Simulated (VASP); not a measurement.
Pb: single point with LDA

The system is Pb.

```
Pb
1.0
    -1.99277    1.99277    1.99277
     1.99277   -1.99277    1.99277
     1.99277    1.99277   -1.99277
Pb
1
Cartesian
  0.0000 0.0000 0.0000
```

This cell differs from its parent crystal: volume scaled by 1.02.

```
Program             : VASP 6.6.1
Task                : single point
Functional          : LDA
Potentials or basis : VASP PAW LDA potentials, release 64 (Pb_d)
Cutoff              : 520 eV
k mesh              : 9 × 9 × 9
Occupations         : fermi-dirac, width 0.05 eV
Spin                : no spin polarisation
```

The pressure is -4.0 GPa. The band gap on the k mesh is zero (band 7 reaches 13.71 eV, above the bottom of band 8 at 4.59 eV).

Levels at points of the mesh, in eV from the Fermi level:
| k point | band 5 | band 6 | band 7 | band 8 | band 9 | band 10 |
| --- | --- | --- | --- | --- | --- | --- |
| (0.00, 0.00, 0.00) | -16.86 | -11.52 | 7.15 | 7.15 | 7.15 | 11.06 |

Wall time 6.9 s on 1 thread of Intel(R) Xeon(R) Platinum 8488C (Sapphire Rapids), with other jobs on the host, peak memory 0.14 GiB.

Caveat: spin-orbit coupling is left out, which moves the levels of the heavy elements.
